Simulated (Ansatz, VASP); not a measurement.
**Two plane-wave programs on W**

File INCAR:

```
SYSTEM = W
  ALGO = Normal
  EDIFF = 1E-7
  ENCUT = 520
  GGA = PE
  ISIF = 2
  ISMEAR = -1
  LASPH = .TRUE.
  LCHARG = .FALSE.
  LREAL = .FALSE.
  LWAVE = .FALSE.
  NBANDS = 28
  NELM = 60
  PREC = Accurate
  SIGMA = 0.1
```

Contents of KPOINTS:

```
k-points
0
G
  9 9 14
  0 0 0
```

File POSCAR:

```
W
1.0
    4.6235737384      0.0000000000      0.0000000000
   -2.3117868692      4.0041323138      0.0000000000
    0.0000000000      0.0000000000      2.5743956664
W
3
Direct
    0.0000000000      1.0000000000      0.0000000000
    0.3333333333      0.6666666667      0.5000000000
    0.6666666667      0.3333333333      0.5000000000
```

Input for Ansatz:

```yaml
crystal:
  lattice:
    - [4.6235737384, 0.0, 0.0]
    - [-2.3117868692, 4.0041323138, 0.0]
    - [0.0, 0.0, 2.5743956664]
  atoms:
    - { symbol: W, position: [0.0, 1.0, 0.0] }
    - { symbol: W, position: [0.3333333333, 0.6666666667, 0.5] }
    - { symbol: W, position: [0.6666666667, 0.3333333333, 0.5] }
hamiltonian:
  xc: pbe
  pseudopotentials:
    kind: paw
    azcp:
      W: "pseudopotentials/W.paw.azcp"
basis:
  ecutwfc: 420
  fft_grid_basis: typed
kpoints:
  mp_grid: { grid: [9, 9, 14], shift: [0, 0, 0] }
magnetization:
  spin_polarized: false
scf:
  occupations: { method: fermi_dirac, width: 0.1 }
  lower_state_search: "off"
output:
  stress: true
```

Alike in both runs: task single point; functional PBE; k mesh 9 × 9 × 14; occupations fermi-dirac, width 0.1 eV; no spin polarisation.

|  | VASP | Ansatz |
| --- | --- | --- |
| version | VASP 6.6.1 | Ansatz 0.2.0 |
| potentials or method | VASP PAW PBE potentials, release 64 (W_sv), cutoff 520 eV | plane waves (420 eV) with PAW, scalar-relativistic |
| valence electrons in the cell | 42 | 42 |

```csv
,VASP,Ansatz,Ansatz less VASP
pressure (GPa),13.1,12.3,-0.75
"traceless stress, the component that is largest in VASP (GPa)",0.10,-0.32,-0.420
```

The functional is the same, so the differences come from potentials, cutoffs and numerics.

Neither program's run includes spin-orbit coupling.
